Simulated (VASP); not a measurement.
# InAs (I-4m2) in VASP: further runs, part 2 of 2

VASP 6.6.1. The steps go on from the part before.

**3. Single point, PBEsol (28.20 Å³/atom)**

This run uses another cell than the first one, of 28.20 Å³/atom.

INCAR

```
PREC = Accurate
ENCUT = 520
EDIFF = 1E-6
ISMEAR = 0
SIGMA = 0.15
LREAL = F
LASPH = T
NELM = 100
ALGO = Normal
ISIF = 2
LWAVE = F
LCHARG = F
GGA = PS
NBANDS = 16
```

KPOINTS

```
Automatic mesh
0
Gamma
  14 14 14
```

POSCAR

```
InAs
1.0
    0.0000000000      3.4365774553      2.8647694692
    2.8647694692      0.0000000000      2.8647694692
    2.8647694692      3.4365774553      0.0000000000
In As
1 1
Direct
    0.0000000000      0.0000000000      0.0000000000
    0.7500000000      0.7500000000      0.7500000000
```

Potentials or basis: VASP PAW PBE potentials, release 64 (In_d, As).

Started as:

```
> cat potpaw_PBE.64/In_d/POTCAR potpaw_PBE.64/As/POTCAR > POTCAR
> mpirun -np 1 vasp_std > vasp.out
```

OUTCAR:

```text
PREC = Accurate
   ENCUT = 520
   EDIFF = 1E-6
   ISMEAR = 0
   LREAL = F
   LASPH = T
   NELM = 100
   ISIF = 2
   GGA = PS

 ion  position               nearest neighbor table
   1  0.000  0.000  0.000-   2 2.66   2 2.66   2 2.66   2 2.66
   2  0.750  0.750  0.750-   1 2.66   1 2.66   1 2.66   1 2.66

  LATTYP: Found a body centered tetragonal cell.
 ALAT       =     4.0513958364
 C/A-ratio  =     1.6964905894

  Lattice vectors:

 A1 = (   0.0000000000,  -3.4365774553,   2.8647694692)
 A2 = (   0.0000000000,  -3.4365774553,  -2.8647694692)
 A3 = (   2.8647694692,   3.4365774553,   0.0000000000)

Analysis of symmetry for initial positions (statically):
=====================================================================
 Subroutine PRICEL returns:
 Original cell was already a primitive cell.

 Routine SETGRP: Setting up the symmetry group for a
 body centered tetragonal supercell.

 Subroutine GETGRP returns: Found  8 space group operations
 (whereof  8 operations were pure point group operations)
 out of a pool of 16 trial point group operations.

The static configuration has the point symmetry D_2d.

Analysis of symmetry for dynamics (positions and initial velocities):
=====================================================================
 Subroutine PRICEL returns:
 Original cell was already a primitive cell.

 Routine SETGRP: Setting up the symmetry group for a
 body centered tetragonal supercell.

 Subroutine GETGRP returns: Found  8 space group operations
 (whereof  8 operations were pure point group operations)
 out of a pool of 16 trial point group operations.

The dynamic configuration has the point symmetry D_2d.

 Subroutine INISYM returns: Found  8 space group operations
 (whereof  8 operations are pure point group operations),
 and found     1 'primitive' translations

[... 111 lines left out ...]
   IALGO  =     38    algorithm
   IMIX   =      4    mixing-type and parameters
     AMIX     =   0.40;   BMIX     =  1.00
     AMIX_MAG =   1.60;   BMIX_MAG =  1.00
  volume/ion in A,a.u.               =      28.20       190.33
  Fermi-wavevector in a.u.,A,eV,Ry     =   1.118718  2.114070 17.028089  1.251529
  Thomas-Fermi vector in A             =   2.255351
   LORBIT       =      0    0 simple, 1 ext, 2 COOP (PROOUT), +10 PAW based schemes
   GGA     = PS    functional components
   LHFCALC =     F    Hartree Fock is set to
   AEXX    =    0.0000 exact exchange contribution
   IVDW    =     0    specifies the selected vdW correction
   LEPSILON=     F    determine dielectric tensor
   LRPA    =     F    only Hartree local field effects (RPA)
 non-spin polarized calculation
 Gauss-broadening in eV      SIGMA  =   0.15
  energy-cutoff  :      520.00
  volume of cell :       56.41
 maximum number of plane-waves:      1541
 NGX is ok and might be reduce to    36
   NGX = 17   NGY = 15   NGZ = 17

 number of electron      18.0000000 magnetization

 Free energy of the ion-electron system (eV)
  ---------------------------------------------------
  ext. energy  EPLUGINS =         0.00000000
  ---------------------------------------------------
  free energy    TOTEN  =        -8.32409322 eV

  energy without entropy =       -8.32307921  energy(sigma->0) =       -8.32358621

 E-fermi :   4.5698     XC(G=0):  -9.2276

 val. band max:        4.5321000794   @ k =   0.0000   0.0000   0.0000
 cond. band min:       4.5711363735   @ k =   0.0714   0.0000   0.0714
 fundamental gap:      0.0390362940
 Fermi energy:         4.5697810263

 k-point     1 :       0.0000    0.0000    0.0000
  band No.  band energies     occupation
      1     -10.1795      2.00000
      2     -10.1067      2.00000
      3     -10.1067      2.00000
      4     -10.0342      2.00000
      5     -10.0237      2.00000
      6      -7.5133      2.00000
[... 433 lines left out ...]
      3     -10.0921      2.00000
      4     -10.0498      2.00000
      5     -10.0043      2.00000
      6      -6.7751      2.00000
[... 8 lines left out ...]
     15      12.9009      0.00000
     16      14.4827      0.00000

 [... further k-points ...]

------------------------ aborting loop because EDIFF is reached ----------------------------------------

  FORCE on cell =-STRESS in cart. coord.  units (eV):
  Direction    XX          YY          ZZ          XY          YZ          ZX
  --------------------------------------------------------------------------------------
  -------------------------------------------------------------------------------------
  Total        0.8510924     -2.1269273      0.8510924     -0.0000000      0.0000000      0.0000000
  in kB       24.1741819    -60.4126279     24.1741819     -0.0000000      0.0000000      0.0000000
  external PRESSURE =      -4.0214213 kB  Pullay stress =       0.0000000 kB

 VOLUME and BASIS-vectors are now :
 -----------------------------------------------------------------------------
  energy-cutoff  :      520.00
  volume of cell :       56.41
      direct lattice vectors                 reciprocal lattice vectors
     0.000000000  3.436577455  2.864769469    -0.174534114  0.145493593  0.174534114
     2.864769469  0.000000000  2.864769469     0.174534114 -0.145493593  0.174534114
     2.864769469  3.436577455  0.000000000     0.174534114  0.145493593 -0.174534114

 POSITION                                       TOTAL-FORCE (eV/Angst)
 -----------------------------------------------------------------------------------
      0.00000      0.00000      0.00000        -0.000000      0.000000     -0.000000
      4.29715      5.15487      4.29715         0.000000      0.000000      0.000000
 -----------------------------------------------------------------------------------
    total drift:                               -0.000001     -0.000003     -0.000001

  FREE ENERGIE OF THE ION-ELECTRON SYSTEM (eV)
  ---------------------------------------------------
  free  energy   TOTEN  =        -8.3240932155 eV

  energy  without entropy=       -8.3230792073  energy(sigma->0) =       -8.32358621
```

It took 4.4 min on 1 thread of Intel Xeon 8259CL, shared host; peak memory 0.37 GiB.

Results:

| Quantity | Value |
| --- | --- |
| Free energy | -8.3241 eV |
| Pressure | -0.4 GPa |
| Band gap on the k mesh | zero (filled and empty bands touch) |

Stress tensor (GPa, compression positive):
```
 2.42  0.00  0.00
 0.00 -6.04  0.00
 0.00  0.00  2.42
```

Caveat: the stress differs along the axes, from -6 to 2 GPa; semilocal functionals underestimate gaps, and a narrow one can read as zero; the PAW data sets were made with another functional, which shifts forces and pressure a little; spin-orbit coupling is left out, which moves the levels of the heavy elements.

**4. Single point, PBEsol (28.20 Å³/atom)**

This run uses another cell than the first one, of 28.20 Å³/atom.

INCAR

```
PREC     = Accurate       # precision mode
ENCUT    = 520            # plane-wave cutoff, eV
EDIFF    = 1E-6           # SCF threshold, eV
ISMEAR   = 0              # smearing method
SIGMA    = 0.15           # smearing width, eV
LREAL    = F              # projectors in reciprocal space
LASPH    = T              # aspherical terms in the spheres
NELM     = 80             # most SCF steps
ALGO     = Normal         # electronic algorithm
ISIF     = 2              # what is computed and relaxed
LWAVE    = F              # write WAVECAR
LCHARG   = F              # write CHGCAR
GGA      = PS             # functional
NBANDS   = 16             # bands
```

KPOINTS

```
regular mesh
0
Gamma
  14 14 14
```

POSCAR

```
InAs
1.0
    0.0000000000      3.2343763824      2.9529593558
    2.9529593558      0.0000000000      2.9529593558
    2.9529593558      3.2343763824      0.0000000000
In As
1 1
Direct
    0.0000000000      0.0000000000      0.0000000000
    0.7500000000      0.7500000000      0.7500000000
```

Started as:

```
> cat potpaw_PBE.64/In_d/POTCAR potpaw_PBE.64/As/POTCAR > POTCAR
> mpirun -np 1 vasp_std > vasp.out
```

Wall time 4.6 min (1 thread of Intel Xeon 8259CL, shared host); peak memory 0.37 GiB.

Results (log left out):

| Quantity | Value |
| --- | --- |
| Free energy | -8.4532 eV |
| Pressure | -0.1 GPa |
| Band gap on the k mesh | zero (filled and empty bands touch) |

Stress tensor (GPa, compression positive):
```
 1.16  0.00  0.00
 0.00 -2.58  0.00
 0.00  0.00  1.16
```

Levels at points of the mesh, in eV from the Fermi level:
```
           k point  band 6  band 7  band 8  band 9  band 10  band 11  band 12  band 13
(0.00, 0.00, 0.00)  -12.02   -0.71   -0.62   -0.12    -0.12     3.55     3.55     3.74
(0.50, 0.00, 0.00)  -10.60   -5.98   -1.55   -0.92     0.45     4.18     4.63     6.47
(0.50, 0.50, 0.00)  -10.00   -5.88   -2.71   -2.68     1.06     1.45     8.16     8.77
(0.50, 0.00, 0.50)  -10.26   -6.40   -2.20   -2.20     1.51     2.23     8.11     8.76
```

Caveat: semilocal functionals underestimate gaps, and a narrow one can read as zero; the PAW data sets were made with another functional, which shifts forces and pressure a little; spin-orbit coupling is left out, which moves the levels of the heavy elements.

**5. Summary**

| cell | gap on the mesh (eV) | pressure (GPa) |
| --- | --- | --- |
| a = 4.260, b = 4.062 Å, angles 61.5, 56.9, 61.5°, 2 atoms | none | 5.5 |
| a = 4.474, b = 4.051 Å, angles 63.1, 53.8, 63.1°, 2 atoms | none | -0.4 |
| a = 4.380, b = 4.176 Å, angles 61.5, 56.9, 61.5°, 2 atoms | none | -0.1 |

Alike in all rows: task single point; level PBEsol; potentials or basis VASP PAW PBE potentials, release 64 (In_d, As); no spin polarisation; k mesh 14 × 14 × 14; cutoff (eV) 520; smearing gaussian 0.15 eV.

Caveats: semilocal functionals underestimate gaps, and a narrow one can read as zero; the PAW data sets were made with another functional, which shifts forces and pressure a little; spin-orbit coupling is left out, which moves the levels of the heavy elements; the cell stands under pressure (at least some runs); the stress differs along the axes, from -6 to 2 GPa (at least some runs).

Absolute energies hang on the potentials; compare differences alone.

The gap in the log of VASP goes by the Fermi energy; the results here count the filled bands.